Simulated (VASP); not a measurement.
# Gd (Fm-3m) in VASP: a series of runs

Runs on Gd. Level: PBE. Tasks: single point.

Program: VASP 6.6.1. These are calculated values, not measurements. Logs are shortened: lines on timing, memory, paths and dates and some standing lists are left out, and cuts for length are marked.

### 1 The cell of the first run

The structure is cubic, space group Fm-3m (No. 225). Conventional cell: a = 3.748 Å, b = 3.748 Å, c = 3.748 Å, α = 90.00°, β = 90.00°, γ = 90.00°. Within 3.5 Å of Gd (site symmetry m-3m) lie 12 Gd at 2.65 Å.

### 2 Single point, PBE, collinear spin, ferromagnetic start (volume scaled by 0.4)

The input, INCAR:

```
SYSTEM = Gd
  PREC = Accurate
  ENCUT = 520
  EDIFF = 1E-6
  ISMEAR = -1
  SIGMA = 0.05
  LREAL = .False.
  LASPH = .True.
  NELM = 150
  ALGO = Normal
  ISIF = 2
  LWAVE = .False.
  LCHARG = .False.
  ISPIN = 2
  MAGMOM = 7
  LORBIT = 11
  LMAXMIX = 6
  GGA = PE
  NBANDS = 19
```

The input, KPOINTS:

```
regular mesh
0
Gamma
  13 13 13
  0 0 0
```

The input, POSCAR:

```
Gd
1.0
    0.0000000000      1.8741845343      1.8741845343
    1.8741845343      0.0000000000      1.8741845343
    1.8741845343      1.8741845343      0.0000000000
Gd
1
Direct
    0.0000000000      0.0000000000      0.0000000000
```

Potentials or basis: VASP PAW PBE potentials, release 64 (Gd).

Run with:

```bash
> cat potpaw_PBE.64/Gd/POTCAR > POTCAR
> mpirun -np 1 vasp_std > vasp.out
```

OUTCAR:

```text
SYSTEM = Gd
   PREC = Accurate
   ENCUT = 520
   EDIFF = 1E-6
   ISMEAR = -1
   LREAL = .False.
   LASPH = .True.
   NELM = 150
   ISIF = 2
   ISPIN = 2
   LORBIT = 11
   GGA = PE

 ion  position               nearest neighbor table
   1  0.000  0.000  0.000-

  LATTYP: Found a face centered cubic cell.
 ALAT       =     3.7483690686

  Lattice vectors:

 A1 = (   0.0000000000,   1.8741845343,   1.8741845343)
 A2 = (   1.8741845343,   0.0000000000,   1.8741845343)
 A3 = (   1.8741845343,   1.8741845343,   0.0000000000)

Analysis of symmetry for initial positions (statically):
=====================================================================
 Subroutine PRICEL returns:
 Original cell was already a primitive cell.

 Routine SETGRP: Setting up the symmetry group for a
 face centered cubic supercell.

 Subroutine GETGRP returns: Found 48 space group operations
 (whereof 48 operations were pure point group operations)
 out of a pool of 48 trial point group operations.

The static configuration has the point symmetry O_h .

Analysis of symmetry for dynamics (positions and initial velocities):
=====================================================================
 Subroutine PRICEL returns:
 Original cell was already a primitive cell.

 Routine SETGRP: Setting up the symmetry group for a
 face centered cubic supercell.

 Subroutine GETGRP returns: Found 48 space group operations
 (whereof 48 operations were pure point group operations)
 out of a pool of 48 trial point group operations.

The dynamic configuration has the point symmetry O_h .

Analysis of structural, dynamic, and magnetic symmetry:
=====================================================================
 Subroutine PRICEL returns:
 Original cell was already a primitive cell.

 Routine SETGRP: Setting up the symmetry group for a
 face centered cubic supercell.

 Subroutine GETGRP returns: Found 48 space group operations
 (whereof 48 operations were pure point group operations)
 out of a pool of 48 trial point group operations.

The overall configuration has the point symmetry O_h .

 Subroutine INISYM returns: Found 48 space group operations
 (whereof 48 operations are pure point group operations),
 and found     1 'primitive' translations

----------------------------------------------------------------------------------------

                                     Primitive cell

  volume of cell :      13.1664

  direct lattice vectors                    reciprocal lattice vectors
     0.000000000  1.874184534  1.874184534    -0.266782694  0.266782694  0.266782694
     1.874184534  0.000000000  1.874184534     0.266782694 -0.266782694  0.266782694
     1.874184534  1.874184534  0.000000000     0.266782694  0.266782694 -0.266782694

  length of vectors
     2.650497187  2.650497187  2.650497187     0.462081181  0.462081181  0.462081181

  position of ions in fractional coordinates (direct lattice)
     0.000000000  0.000000000  0.000000000

  ion indices of the primitive-cell ions
   primitive index   ion index
                 1           1

----------------------------------------------------------------------------------------

 KPOINTS: regular mesh

Automatic generation of k-mesh.
 Grid dimensions read from file:
 generate k-points for:   13   13   13

 Generating k-lattice:

  Cartesian coordinates                     Fractional coordinates (reciprocal lattice)
    -0.020521746  0.020521746  0.020521746     0.076923077  0.000000000  0.000000000
     0.020521746 -0.020521746  0.020521746     0.000000000  0.076923077  0.000000000
     0.020521746  0.020521746 -0.020521746     0.000000000  0.000000000  0.076923077

  Length of vectors
     0.035544706  0.035544706  0.035544706

  Shift w.r.t. Gamma in fractional coordinates (k-lattice)
     0.000000000  0.000000000  0.000000000

 Subroutine IBZKPT returns following result:
 ===========================================

 Found     84 irreducible k-points:

 Following reciprocal coordinates:
            Coordinates               Weight
  0.000000  0.000000  0.000000      1.000000
  0.076923  0.000000  0.000000      8.000000
  0.153846  0.000000  0.000000      8.000000
  0.230769  0.000000  0.000000      8.000000
  0.307692  0.000000  0.000000      8.000000
  0.384615  0.000000  0.000000      8.000000
[... 16 lines left out ...]
  0.384615  0.153846  0.000000     24.000000
  0.461538  0.153846  0.000000     24.000000
 [... further k-points ...]
   k-points           NKPTS =     84   k-points in BZ     NKDIM =     84   number of bands    NBANDS=     19
   number of dos      NEDOS =    301   number of ions     NIONS =      1
   total plane-waves  NPLWV =   8000
   dimension x,y,z NGX =    20 NGY =   20 NGZ =   20
   dimension x,y,z NGXF=    40 NGYF=   40 NGZF=   40
   ions per type =               1
   NGX,Y,Z   is equivalent  to a cutoff of  12.54, 12.54, 12.54 a.u.
   NGXF,Y,Z  is equivalent  to a cutoff of  25.09, 25.09, 25.09 a.u.
 SYSTEM =  Gd
   PREC   = accura    normal or accurate (medium, high low for compatibility)
   ISTART =      0    job   : 0-new  1-cont  2-samecut
   ICHARG =      2    charge: 1-file 2-atom 10-const
   ISPIN  =      2    spin polarized calculation?
   LNONCOLLINEAR =      F non collinear calculations
   LSORBIT =      F    spin-orbit coupling
   LASPH  =      T    aspherical Exc in radial PAW
   ENCUT  =  520.0 eV  38.22 Ry    6.18 a.u.   4.93  4.93  4.93*2*pi/ulx,y,z
   NELM   =    150;   NELMIN=  2; NELMDL= -5     # of ELM steps
   EDIFF  = 0.1E-05   stopping-criterion for ELM
   LREAL  =      F    real-space projection
   EDIFFG = 0.1E-04   stopping-criterion for IOM
   NSW    =      0    number of steps for IOM
   IBRION =     -1    ionic relax: 0-MD 1-quasi-New 2-CG
   NFREE  =      0    steps in history (QN), initial steepest desc. (CG)
   ISIF   =      2    stress and relaxation
   ISYM   =      2    0-nonsym 1-usesym 2-fastsym
   POTIM  = 0.5000    time-step for ionic-motion
   TEBEG  =    0.0;   TEEND  =   0.0 temperature during run
   PSTRESS=    0.0 pullay stress
   NELECT =      18.0000    total number of electrons
   NUPDOWN=      -1.0000    fix difference up-down
   EMIN   =  10.00;   EMAX   =-10.00  energy-range for DOS
   EFERMI =   0.00;   METHOD = LEGACY
   ISMEAR =    -1;   SIGMA  =   0.05  broadening in eV -4-tet -1-fermi 0-gaus
   EFERMI_NEDOS =   21; number of points for ismear=-14 and -15
   IALGO  =     38    algorithm
   IMIX   =      4    mixing-type and parameters
     AMIX     =   0.40;   BMIX     =  1.00
     AMIX_MAG =   1.60;   BMIX_MAG =  1.00
  volume/ion in A,a.u.               =      13.17        88.85
  Fermi-wavevector in a.u.,A,eV,Ry     =   1.816951  3.433540 44.917083  3.301312
  Thomas-Fermi vector in A             =   2.874257
   LORBIT       =     11    0 simple, 1 ext, 2 COOP (PROOUT), +10 PAW based schemes
   GGA     = PE    functional components
   LHFCALC =     F    Hartree Fock is set to
   AEXX    =    0.0000 exact exchange contribution
   IVDW    =     0    specifies the selected vdW correction
   LEPSILON=     F    determine dielectric tensor
   LRPA    =     F    only Hartree local field effects (RPA)
 spin polarized calculation
  energy-cutoff  :      520.00
  volume of cell :       13.17
 maximum number of plane-waves:       365
   NGX =  9   NGY =  9   NGZ =  9

 number of electron      18.0000008 magnetization       6.4576935

 Free energy of the ion-electron system (eV)
  ---------------------------------------------------
  ext. energy  EPLUGINS =         0.00000000
  ---------------------------------------------------
  free energy    TOTEN  =        -7.57861060 eV

  energy without entropy =       -7.57337530  energy(sigma->0) =       -7.57599295

 E-fermi :   9.1057     XC(G=0): -15.0585

 val. band max:        9.0946197528   @ k =   0.3077   0.2308   0.0769
 cond. band min:       9.1272829653   @ k =  -0.3077   0.4615   0.1538
 fundamental gap:      0.0326632124
 Fermi energy:         9.1057451491

 spin component 1

 k-point     1 :       0.0000    0.0000    0.0000
  band No.  band energies     occupation
      1     -36.9947      1.00000
      2      -9.6204      1.00000
      3      -9.6204      1.00000
      4      -9.6204      1.00000
      5       4.7089      1.00000
      6       5.5060      1.00000
[... 11 lines left out ...]
     18      23.1499      0.00000
     19      29.5455      0.00000

 k-point     2 :       0.0769    0.0000    0.0000
  band No.  band energies     occupation
      1     -36.9036      1.00000
      2     -10.2152      1.00000
      3      -9.6839      1.00000
      4      -9.6839      1.00000
      5       4.6945      1.00000
      6       5.4792      1.00000
[... 476 lines left out ...]
 k-point    24 :       0.4615    0.1538    0.0000
  band No.  band energies     occupation
      1     -35.0871      1.00000
      2     -16.5560      1.00000
      3     -11.7862      1.00000
      4     -11.1393      1.00000
      5       4.6194      1.00000
      6       5.4626      1.00000
[... 11 lines left out ...]
     18      26.7281      0.00000
     19      31.9451      0.00000

 [... further k-points ...]

 spin component 2

 k-point     1 :       0.0000    0.0000    0.0000
  band No.  band energies     occupation
      1     -34.4309      1.00000
      2      -7.2988      1.00000
      3      -7.2988      1.00000
      4      -7.2988      1.00000
      5       7.5445      1.00000
      6       8.6064      0.99995
[... 11 lines left out ...]
     18      24.4716      0.00000
     19      30.5597      0.00000

 k-point     2 :       0.0769    0.0000    0.0000
  band No.  band energies     occupation
      1     -34.3299      1.00000
      2      -7.9778      1.00000
      3      -7.3699      1.00000
      4      -7.3699      1.00000
      5       8.0620      1.00000
      6       8.4661      1.00000
[... 476 lines left out ...]
 k-point    24 :       0.4615    0.1538    0.0000
  band No.  band energies     occupation
      1     -32.2633      1.00000
      2     -14.9659      1.00000
      3      -9.7419      1.00000
      4      -8.9889      1.00000
      5       6.7705      1.00000
      6       8.6837      0.99978
[... 11 lines left out ...]
     18      28.0349      0.00000
     19      33.5202      0.00000

 [... further k-points ...]
[... 5 lines left out ...]
  --------------------------------------------------------------------------------------
  -------------------------------------------------------------------------------------
  Total       11.2041028     11.2041028     11.2041028      0.0000000     -0.0000000      0.0000000
  in kB     1363.3916262   1363.3916262   1363.3916262      0.0000000     -0.0000000      0.0000000
  external PRESSURE =    1363.3916262 kB  Pullay stress =       0.0000000 kB

 VOLUME and BASIS-vectors are now :
 -----------------------------------------------------------------------------
  energy-cutoff  :      520.00
  volume of cell :       13.17
      direct lattice vectors                 reciprocal lattice vectors
     0.000000000  1.874184534  1.874184534    -0.266782694  0.266782694  0.266782694
     1.874184534  0.000000000  1.874184534     0.266782694 -0.266782694  0.266782694
     1.874184534  1.874184534  0.000000000     0.266782694  0.266782694 -0.266782694

 POSITION                                       TOTAL-FORCE (eV/Angst)
 -----------------------------------------------------------------------------------
      0.00000      0.00000      0.00000         0.000000      0.000000      0.000000
 -----------------------------------------------------------------------------------
    total drift:                                0.000000      0.000000      0.000000

  FREE ENERGIE OF THE ION-ELECTRON SYSTEM (eV)
  ---------------------------------------------------
  free  energy   TOTEN  =        -7.5786106044 eV

  energy  without entropy=       -7.5733752983  energy(sigma->0) =       -7.57599295

 total charge

# of ion       s       p       d       f       tot
--------------------------------------------------
    1        2.092   5.528   1.442   7.282  16.343

 magnetization (x)

# of ion       s       p       d       f       tot
--------------------------------------------------
    1        0.028  -0.053   0.027   6.306   6.308
```

Wall time 62 s (1 thread of Intel Xeon 6975P-C, shared host); peak memory 0.17 GiB.

What came out:

| Item | Value |
| --- | --- |
| Free energy | -7.5786 eV |
| Pressure | 136.3 GPa |
| Net moment | 6.46 μB per cell |
| Site moments | Gd +6.31 μB |
| Valence electrons inside the program's atomic spheres | Gd 16.34 |

Levels at points of the mesh, in eV from the Fermi level:
Spin up:
```
           k point  band 8  band 9  band 10  band 11  band 12  band 13  band 14  band 15  band 16  band 17
(0.00, 0.00, 0.00)   -3.60   -2.64    -2.64    -2.64    -2.62     1.71     1.71     1.71     8.03     8.03
```
Spin down:
```tsv
k point	band 4	band 5	band 6	band 7	band 8	band 9
(0.00, 0.00, 0.00)	-16.40	-1.56	-0.50	0.95	0.95	0.95
```

Caveat: spin-orbit coupling is left out, which moves the levels of the heavy elements.

[end of part 1 of 2]
